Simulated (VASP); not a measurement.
# Al (P6_3/mmc) in VASP: a series of runs, part 2 of 2

VASP 6.6.1. The steps go on from the part before.

### Step 3. Single point, r2SCAN

This run uses another cell than the first one, of 17.34 Å³/atom.

File POSCAR:

```
Al
1.0
    2.8494702969      0.0000000000      0.0000000000
   -1.4247351484      2.4677118335      0.0000000000
    0.0000000000      0.0000000000      4.9308948445
Al
2
Direct
    0.6666666667      0.3333333333      0.7500000000
    0.3333333333      0.6666666667      0.2500000000
```

File INCAR.step1:

```
PREC = Accurate
ENCUT = 550
ISMEAR = 1
SIGMA = 0.05
LREAL = F
LASPH = T
NELM = 120
NBANDS = 10
GGA = PE
ALGO = Normal
EDIFF = 1E-5
LWAVE = T
LCHARG = F
GGA_COMPAT = F
```

File INCAR.step2:

```
PREC = Accurate
ENCUT = 550
EDIFF = 1E-6
ISMEAR = 1
SIGMA = 0.05
LREAL = F
LASPH = T
NELM = 120
ALGO = Normal
ISIF = 2
LWAVE = F
LCHARG = F
METAGGA = R2SCAN
LMIXTAU = T
NBANDS = 10
ISTART = 1
GGA_COMPAT = F
```

File KPOINTS:

```
regular mesh
0
Gamma
  12 12 6
```

Potentials or basis: VASP PAW PBE potentials, release 64 (Al).

The run is started by

```console
> cat potpaw_PBE.64/Al/POTCAR > POTCAR
> cp INCAR.step1 INCAR
> mpirun -np 1 vasp_std > vasp.out
> cp INCAR.step2 INCAR
> mpirun -np 1 vasp_std > vasp.out
```

OUTCAR:

```text
PREC = Accurate
   ENCUT = 550
   EDIFF = 1E-6
   ISMEAR = 1
   LREAL = F
   LASPH = T
   NELM = 120
   ISIF = 2
   METAGGA = R2SCAN
   ISTART = 1

 ion  position               nearest neighbor table
   1  0.667  0.333  0.750-   2 2.96   2 2.96   2 2.96   2 2.96   2 2.96   2 2.96
   2  0.333  0.667  0.250-   1 2.96   1 2.96   1 2.96   1 2.96   1 2.96   1 2.96

  LATTYP: Found a hexagonal cell.
 ALAT       =     2.8494702969
 C/A-ratio  =     1.7304601665

  Lattice vectors:

 A1 = (   2.8494702969,   0.0000000000,   0.0000000000)
 A2 = (  -1.4247351484,   2.4677118335,   0.0000000000)
 A3 = (   0.0000000000,   0.0000000000,   4.9308948445)

Analysis of symmetry for initial positions (statically):
=====================================================================
 Subroutine PRICEL returns:
 Original cell was already a primitive cell.

 Routine SETGRP: Setting up the symmetry group for a
 hexagonal supercell.

 Subroutine GETGRP returns: Found 24 space group operations
 (whereof 12 operations were pure point group operations)
 out of a pool of 24 trial point group operations.

The static configuration has the point symmetry D_3d.
 The point group associated with its full space group is D_6h.

Analysis of symmetry for dynamics (positions and initial velocities):
=====================================================================
 Subroutine PRICEL returns:
 Original cell was already a primitive cell.

 Routine SETGRP: Setting up the symmetry group for a
 hexagonal supercell.

 Subroutine GETGRP returns: Found 24 space group operations
 (whereof 12 operations were pure point group operations)
 out of a pool of 24 trial point group operations.

The dynamic configuration has the point symmetry D_3d.
 The point group associated with its full space group is D_6h.

 Subroutine INISYM returns: Found 24 space group operations
 (whereof 12 operations are pure point group operations),
 and found     1 'primitive' translations

[... 120 lines left out ...]
   LHFCALC =     F    Hartree Fock is set to
   AEXX    =    0.0000 exact exchange contribution
   IVDW    =     0    specifies the selected vdW correction
   LEPSILON=     F    determine dielectric tensor
   LRPA    =     F    only Hartree local field effects (RPA)
 non-spin polarized calculation
 Methfessel and Paxton  Order N= 1 SIGMA  =   0.05
  energy-cutoff  :      550.00
  volume of cell :       34.67
 maximum number of plane-waves:      1051
 NGX is ok and might be reduce to    24
   NGX = 11   NGY = 11   NGZ = 19

 number of electron       6.0000000 magnetization

 Free energy of the ion-electron system (eV)
  ---------------------------------------------------
  ext. energy  EPLUGINS =         0.00000000
  ---------------------------------------------------
  free energy    TOTEN  =       -13.32553596 eV

  energy without entropy =      -13.32511956  energy(sigma->0) =      -13.32539716

 E-fermi :   7.5139     XC(G=0): -10.7319

 val. band max:        7.5017411456   @ k =   0.3333   0.0833   0.5000
 cond. band min:       7.5148481131   @ k =   0.3333   0.3333   0.3333
 fundamental gap:      0.0131069675
 Fermi energy:         7.5139359976

 k-point     1 :       0.0000    0.0000    0.0000
  band No.  band energies     occupation
      1      -3.9934      2.00000
      2       2.3207      2.00000
      3       2.4135      2.00000
      4      19.1159      0.00000
      5      19.4033      0.00000
      6      19.4033      0.00000
      7      19.6308      0.00000
      8      19.6309      0.00000
      9      20.4150      0.00000
     10      22.8471      0.00000
[... 287 lines left out ...]
 k-point    24 :       0.3333    0.0000    0.1667
  band No.  band energies     occupation
      1      -0.9671      2.00000
      2       3.1972      2.00000
      3       6.8989      2.00000
      4       7.8238     -0.00000
      5      11.3974      0.00000
      6      14.7662      0.00000
      7      15.0297      0.00000
      8      16.5261      0.00000
      9      18.4590      0.00000
     10      19.3047      0.00000

 [... further k-points ...]

------------------------ aborting loop because EDIFF is reached ----------------------------------------

  FORCE on cell =-STRESS in cart. coord.  units (eV):
  Direction    XX          YY          ZZ          XY          YZ          ZX
  --------------------------------------------------------------------------------------
  -------------------------------------------------------------------------------------
  Total       -1.0701769     -1.0701753     -1.8189513     -0.0000000     -0.0000000      0.0000000
  in kB      -49.4517710    -49.4516977    -84.0518609     -0.0000000     -0.0000000      0.0000000
  external PRESSURE =     -60.9851098 kB  Pullay stress =       0.0000000 kB

 VOLUME and BASIS-vectors are now :
 -----------------------------------------------------------------------------
  energy-cutoff  :      550.00
  volume of cell :       34.67
      direct lattice vectors                 reciprocal lattice vectors
     2.849470297  0.000000000  0.000000000     0.350942419  0.202616851  0.000000000
    -1.424735148  2.467711834  0.000000000     0.000000000  0.405233701  0.000000000
     0.000000000  0.000000000  4.930894845     0.000000000  0.000000000  0.202802946

 POSITION                                       TOTAL-FORCE (eV/Angst)
 -----------------------------------------------------------------------------------
      1.42474      0.82257      3.69817        -0.000000     -0.000000      0.000000
     -0.00000      1.64514      1.23272         0.000000      0.000000      0.000000
 -----------------------------------------------------------------------------------
    total drift:                                0.000000     -0.000000     -0.000000

  FREE ENERGIE OF THE ION-ELECTRON SYSTEM (eV)
  ---------------------------------------------------
  free  energy   TOTEN  =       -13.3255359639 eV

  energy  without entropy=      -13.3251195552  energy(sigma->0) =      -13.32539716
```

OUTCAR.step1:

```text
PREC = Accurate
   ENCUT = 550
   ISMEAR = 1
   LREAL = F
   LASPH = T
[... 536 lines left out ...]
 -----------------------------------------------------------------------------------
      1.42474      0.82257      3.69817         0.000000     -0.000000      0.000000
     -0.00000      1.64514      1.23272        -0.000000      0.000000      0.000000
 -----------------------------------------------------------------------------------
    total drift:                                0.000000     -0.000000     -0.000000

  FREE ENERGIE OF THE ION-ELECTRON SYSTEM (eV)
  ---------------------------------------------------
  free  energy   TOTEN  =        -7.3960569947 eV

  energy  without entropy=       -7.3958352225  energy(sigma->0) =       -7.39598307
```

It took 84 s on 1 thread of Intel Xeon 8259CL, shared host; peak memory 0.17 GiB.

What came out:

- Free energy: -13.3255 eV
- Pressure: -6.1 GPa
- Band gap on the k mesh: zero (bands 3 and 4 overlap by 6.99 eV)

Stress tensor (GPa, compression positive):
```
-4.95  0.00  0.00
 0.00 -4.95  0.00
 0.00  0.00 -8.41
```

Caveat: the cell stands under tension; the PAW data sets were made with another functional, which shifts forces and pressure a little.

### Step 4. Single point, r2SCAN

This run uses another cell than the first one, of 17.67 Å³/atom.

File POSCAR:

```
Al
1.0
    2.8676202785      0.0000000000      0.0000000000
   -1.4338101393      2.4834301671      0.0000000000
    0.0000000000      0.0000000000      4.9623026648
Al
2
Direct
    0.6666666667      0.3333333333      0.7500000000
    0.3333333333      0.6666666667      0.2500000000
```

File INCAR.step1:

```
  PREC = Accurate
  ENCUT = 550
  ISMEAR = 1
  SIGMA = 0.05
  LREAL = F
  LASPH = T
  NELM = 120
  NBANDS = 10
  GGA = PE
  ALGO = Normal
  EDIFF = 1E-5
  LWAVE = T
  LCHARG = F
  GGA_COMPAT = F
```

File INCAR.step2:

```
  PREC = Accurate
  ENCUT = 550
  EDIFF = 1E-6
  ISMEAR = 1
  SIGMA = 0.05
  LREAL = F
  LASPH = T
  NELM = 120
  ALGO = Normal
  ISIF = 2
  LWAVE = F
  LCHARG = T
  METAGGA = R2SCAN
  LMIXTAU = T
  LELF = T
  LVHAR = T
  NBANDS = 10
  ISTART = 1
  GGA_COMPAT = F
```

File KPOINTS:

```
Automatic mesh
0
Gamma
  12 12 6
```

Potentials or basis: VASP PAW PBE potentials, release 64 (Al).

The run is started by

```console
> cat potpaw_PBE.64/Al/POTCAR > POTCAR
> cp INCAR.step1 INCAR
> mpirun -np 1 vasp_std > vasp.out
> cp INCAR.step2 INCAR
> mpirun -np 1 vasp_std > vasp.out
```

OUTCAR:

```text
PREC = Accurate
   ENCUT = 550
   EDIFF = 1E-6
   ISMEAR = 1
   LREAL = F
   LASPH = T
   NELM = 120
   ISIF = 2
   METAGGA = R2SCAN
   ISTART = 1

 ion  position               nearest neighbor table
   1  0.667  0.333  0.750-   2 2.98   2 2.98   2 2.98   2 2.98   2 2.98   2 2.98
   2  0.333  0.667  0.250-   1 2.98   1 2.98   1 2.98   1 2.98   1 2.98   1 2.98

  LATTYP: Found a hexagonal cell.
 ALAT       =     2.8676202785
 C/A-ratio  =     1.7304601666

  Lattice vectors:

 A1 = (   2.8676202785,   0.0000000000,   0.0000000000)
 A2 = (  -1.4338101393,   2.4834301671,   0.0000000000)
 A3 = (   0.0000000000,   0.0000000000,   4.9623026648)

Analysis of symmetry for initial positions (statically):
=====================================================================
 Subroutine PRICEL returns:
 Original cell was already a primitive cell.

 Routine SETGRP: Setting up the symmetry group for a
 hexagonal supercell.

 Subroutine GETGRP returns: Found 24 space group operations
 (whereof 12 operations were pure point group operations)
 out of a pool of 24 trial point group operations.

The static configuration has the point symmetry D_3d.
 The point group associated with its full space group is D_6h.

Analysis of symmetry for dynamics (positions and initial velocities):
=====================================================================
 Subroutine PRICEL returns:
 Original cell was already a primitive cell.

 Routine SETGRP: Setting up the symmetry group for a
 hexagonal supercell.

 Subroutine GETGRP returns: Found 24 space group operations
 (whereof 12 operations were pure point group operations)
 out of a pool of 24 trial point group operations.

The dynamic configuration has the point symmetry D_3d.
 The point group associated with its full space group is D_6h.

 Subroutine INISYM returns: Found 24 space group operations
 (whereof 12 operations are pure point group operations),
 and found     1 'primitive' translations

----------------------------------------------------------------------------------------

                                     Primitive cell

  volume of cell :      35.3392

  direct lattice vectors                    reciprocal lattice vectors
     2.867620279  0.000000000  0.000000000     0.348721205  0.201334431  0.000000000
    -1.433810139  2.483430167  0.000000000     0.000000000  0.402668862  0.000000000
     0.000000000  0.000000000  4.962302665     0.000000000  0.000000000  0.201519348

  length of vectors
     2.867620279  2.867618683  4.962302665     0.402668638  0.402668862  0.201519348

  position of ions in fractional coordinates (direct lattice)
     0.666666667  0.333333333  0.750000000
     0.333333333  0.666666667  0.250000000

  ion indices of the primitive-cell ions
   primitive index   ion index
                 1           1
                 2           2

----------------------------------------------------------------------------------------

 KPOINTS: Automatic mesh

Automatic generation of k-mesh.
 Grid dimensions read from file:
 generate k-points for:   12   12    6

 Generating k-lattice:

[... 23 lines left out ...]
  0.416667  0.000000  0.000000      6.000000
[... 16 lines left out ...]
  0.250000  0.000000  0.166667     12.000000
  0.333333 -0.000000  0.166667     12.000000
 [... further k-points ...]
   k-points           NKPTS =     76   k-points in BZ     NKDIM =     76   number of bands    NBANDS=     10
   number of dos      NEDOS =    301   number of ions     NIONS =      2
   total plane-waves  NPLWV =  23040
   dimension x,y,z NGX =    24 NGY =   24 NGZ =   40
   dimension x,y,z NGXF=    48 NGYF=   48 NGZF=   80
   ions per type =               2
   NGX,Y,Z   is equivalent  to a cutoff of  13.91, 13.91, 13.40 a.u.
   NGXF,Y,Z  is equivalent  to a cutoff of  27.83, 27.83, 26.80 a.u.
 SYSTEM =  unknown system
   PREC   = accura    normal or accurate (medium, high low for compatibility)
   ISTART =      1    job   : 0-new  1-cont  2-samecut
   ICHARG =      0    charge: 1-file 2-atom 10-const
   ISPIN  =      1    spin polarized calculation?
   LNONCOLLINEAR =      F non collinear calculations
   LSORBIT =      F    spin-orbit coupling
   LASPH  =      T    aspherical Exc in radial PAW
   ENCUT  =  550.0 eV  40.42 Ry    6.36 a.u.   5.48  5.48  9.49*2*pi/ulx,y,z
   NELM   =    120;   NELMIN=  2; NELMDL=  0     # of ELM steps
   EDIFF  = 0.1E-05   stopping-criterion for ELM
   LREAL  =      F    real-space projection
   EDIFFG = 0.1E-04   stopping-criterion for IOM
   NSW    =      0    number of steps for IOM
   IBRION =     -1    ionic relax: 0-MD 1-quasi-New 2-CG
   NFREE  =      0    steps in history (QN), initial steepest desc. (CG)
   ISIF   =      2    stress and relaxation
   ISYM   =      2    0-nonsym 1-usesym 2-fastsym
   POTIM  = 0.5000    time-step for ionic-motion
   TEBEG  =    0.0;   TEEND  =   0.0 temperature during run
   PSTRESS=    0.0 pullay stress
   NELECT =       6.0000    total number of electrons
   NUPDOWN=      -1.0000    fix difference up-down
   EMIN   =  10.00;   EMAX   =-10.00  energy-range for DOS
   EFERMI =   0.00;   METHOD = LEGACY
   ISMEAR =     1;   SIGMA  =   0.05  broadening in eV -4-tet -1-fermi 0-gaus
   EFERMI_NEDOS =   21; number of points for ismear=-14 and -15
   IALGO  =     38    algorithm
   IMIX   =      4    mixing-type and parameters
     AMIX     =   0.40;   BMIX     =  1.00
     AMIX_MAG =   1.60;   BMIX_MAG =  1.00
  volume/ion in A,a.u.               =      17.67       119.24
  Fermi-wavevector in a.u.,A,eV,Ry     =   0.906511  1.713057 11.180748  0.821762
  Thomas-Fermi vector in A             =   2.030207
   LORBIT       =      0    0 simple, 1 ext, 2 COOP (PROOUT), +10 PAW based schemes
   METAGGA = R2SCAN    functional components
   LHFCALC =     F    Hartree Fock is set to
   AEXX    =    0.0000 exact exchange contribution
   IVDW    =     0    specifies the selected vdW correction
   LEPSILON=     F    determine dielectric tensor
   LRPA    =     F    only Hartree local field effects (RPA)
 non-spin polarized calculation
 Methfessel and Paxton  Order N= 1 SIGMA  =   0.05
  energy-cutoff  :      550.00
  volume of cell :       35.34
 maximum number of plane-waves:      1063
 NGX is ok and might be reduce to    24
   NGX = 11   NGY = 11   NGZ = 19

 number of electron       6.0000000 magnetization

 Free energy of the ion-electron system (eV)
  ---------------------------------------------------
  ext. energy  EPLUGINS =         0.00000000
  ---------------------------------------------------
  free energy    TOTEN  =       -13.29781684 eV

  energy without entropy =      -13.29755269  energy(sigma->0) =      -13.29772879

 E-fermi :   7.3155     XC(G=0): -10.6625

 val. band max:        7.3107019063   @ k =   0.3333   0.0833   0.5000
 cond. band min:       7.3784821375   @ k =   0.2500   0.2500   0.3333
 fundamental gap:      0.0677802312
 Fermi energy:         7.3155269132

 k-point     1 :       0.0000    0.0000    0.0000
  band No.  band energies     occupation
      1      -4.0528      2.00000
      2       2.1599      2.00000
      3       2.3080      2.00000
      4      18.8416      0.00000
      5      19.0435      0.00000
      6      19.0435      0.00000
      7      19.3260      0.00000
      8      19.3261      0.00000
      9      20.0146      0.00000
     10      22.4615      0.00000
[... 287 lines left out ...]
 k-point    24 :       0.3333   -0.0000    0.1667
  band No.  band energies     occupation
      1      -1.0618      2.00000
      2       3.0568      2.00000
      3       6.7347      2.00000
      4       7.6039     -0.00000
      5      11.1670      0.00000
      6      14.4705      0.00000
      7      14.7847      0.00000
      8      16.1866      0.00000
      9      18.1210      0.00000
     10      18.9926      0.00000

 [... further k-points ...]

------------------------ aborting loop because EDIFF is reached ----------------------------------------

  FORCE on cell =-STRESS in cart. coord.  units (eV):
  Direction    XX          YY          ZZ          XY          YZ          ZX
  --------------------------------------------------------------------------------------
  -------------------------------------------------------------------------------------
  Total       -1.3602163     -1.3602142     -2.0330470      0.0000000      0.0000000      0.0000000
  in kB      -61.6682609    -61.6681694    -92.1724530      0.0000000      0.0000000      0.0000000
  external PRESSURE =     -71.8362944 kB  Pullay stress =       0.0000000 kB

 VOLUME and BASIS-vectors are now :
 -----------------------------------------------------------------------------
  energy-cutoff  :      550.00
  volume of cell :       35.34
      direct lattice vectors                 reciprocal lattice vectors
     2.867620279  0.000000000  0.000000000     0.348721205  0.201334431  0.000000000
    -1.433810139  2.483430167  0.000000000     0.000000000  0.402668862  0.000000000
     0.000000000  0.000000000  4.962302665     0.000000000  0.000000000  0.201519348

 POSITION                                       TOTAL-FORCE (eV/Angst)
 -----------------------------------------------------------------------------------
      1.43381      0.82781      3.72173        -0.000000     -0.000000      0.000000
     -0.00000      1.65562      1.24058         0.000000      0.000000      0.000000
 -----------------------------------------------------------------------------------
    total drift:                                0.000000     -0.000000     -0.000000

  FREE ENERGIE OF THE ION-ELECTRON SYSTEM (eV)
  ---------------------------------------------------
  free  energy   TOTEN  =       -13.2978168373 eV

  energy  without entropy=      -13.2975526890  energy(sigma->0) =      -13.29772879
```

Wall time 77 s (1 thread of Intel Xeon 8259CL, shared host); peak memory 0.17 GiB.

What came out:

```
Free energy            : -13.2978 eV
Pressure               : -7.2 GPa
Band gap on the k mesh : zero (bands 3 and 4 overlap by 6.94 eV)
```

Stress tensor (GPa, compression positive):
```
-6.17  0.00  0.00
 0.00 -6.17  0.00
 0.00  0.00 -9.22
```

Levels at points of the mesh, in eV from the Fermi level:
```tsv
k point	band 1	band 2	band 3	band 4	band 5	band 6	band 7
(0.00, 0.00, 0.00)	-11.37	-5.16	-5.01	11.53	11.73	11.73	12.01
(0.50, 0.00, 0.00)	-5.14	-5.09	0.63	0.63	1.41	1.49	6.40
(0.00, 0.00, 0.50)	-9.77	-9.77	2.46	2.46	12.84	12.84	12.84
(0.50, 0.00, 0.50)	-3.94	-3.94	-3.14	-3.14	7.68	7.68	7.77
```

Caveat: the cell stands under tension; the PAW data sets were made with another functional, which shifts forces and pressure a little.

### Step 5. Summary

| cell | gap on the mesh (eV) | pressure (GPa) |
| --- | --- | --- |
| a = 2.831, b = 2.831, c = 4.899 Å, angles 90.0, 90.0, 120.0°, 2 atoms | none | -4.9 |
| a = 2.849, b = 2.849, c = 4.931 Å, angles 90.0, 90.0, 120.0°, 2 atoms | none | -6.1 |
| a = 2.868, b = 2.868, c = 4.962 Å, angles 90.0, 90.0, 120.0°, 2 atoms | none | -7.2 |

Alike in all rows: task single point; level r2SCAN; potentials or basis VASP PAW PBE potentials, release 64 (Al); no spin polarisation; k mesh 12 × 12 × 6; cutoff (eV) 550; smearing methfessel-paxton 0.05 eV.

Caveats: the cell stands under tension; the PAW data sets were made with another functional, which shifts forces and pressure a little.

Absolute energies hang on the potentials; compare differences alone.
